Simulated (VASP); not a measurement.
SiMo3: single point with PBEsol

The system is SiMo3.

```xyz
8
Lattice="4.8615 0.0000 0.0000 0.0000 4.8615 0.0000 0.0000 0.0000 4.8615" Properties=species:S:1:pos:R:3 pbc="T T T"
Mo    0.0000    2.4307    1.2154
Mo    0.0000    2.4307    3.6461
Mo    2.4307    1.2154    0.0000
Mo    3.6461    0.0000    2.4307
Mo    2.4307    3.6461    0.0000
Mo    1.2154    0.0000    2.4307
Si    2.4307    2.4307    2.4307
Si    0.0000    0.0000    0.0000
```

```json
{
 "Program": "VASP 6.6.1",
 "Task": "single point",
 "Functional": "PBEsol",
 "Potentials or basis": "VASP PAW PBE potentials, release 64 (Mo_sv, Si)",
 "Cutoff": "520 eV",
 "k mesh": "6 × 6 × 6",
 "Occupations": "fermi-dirac, width 0.05 eV",
 "Spin": "no spin polarisation"
}
```

- Pressure: 0.6 GPa
- Band gap on the k mesh: zero (band 46 reaches 14.20 eV, above the bottom of band 47 at 11.71 eV)

Levels at points of the mesh, in eV from the Fermi level:
| k point | band 44 | band 45 | band 46 | band 47 | band 48 | band 49 |
| --- | --- | --- | --- | --- | --- | --- |
| (0.00, 0.00, 0.00) | -1.61 | 1.27 | 1.27 | 1.27 | 2.12 | 2.44 |
| (0.50, 0.00, 0.00) | -1.74 | 0.26 | 0.26 | 0.94 | 0.94 | 1.54 |
| (0.50, 0.50, 0.00) | -0.89 | -0.89 | -0.78 | -0.73 | -0.54 | -0.10 |
| (0.50, 0.50, 0.50) | -1.21 | -1.21 | -1.21 | -1.21 | -1.21 | 1.29 |

Wall time 2.7 min on 1 thread of Intel(R) Xeon(R) Platinum 8259CL CPU @ 2.50GHz (Skylake/Cascade Lake), with other jobs on the host, peak memory 0.25 GiB.

Caveat: the PAW data sets were made with another functional, which shifts forces and pressure a little.
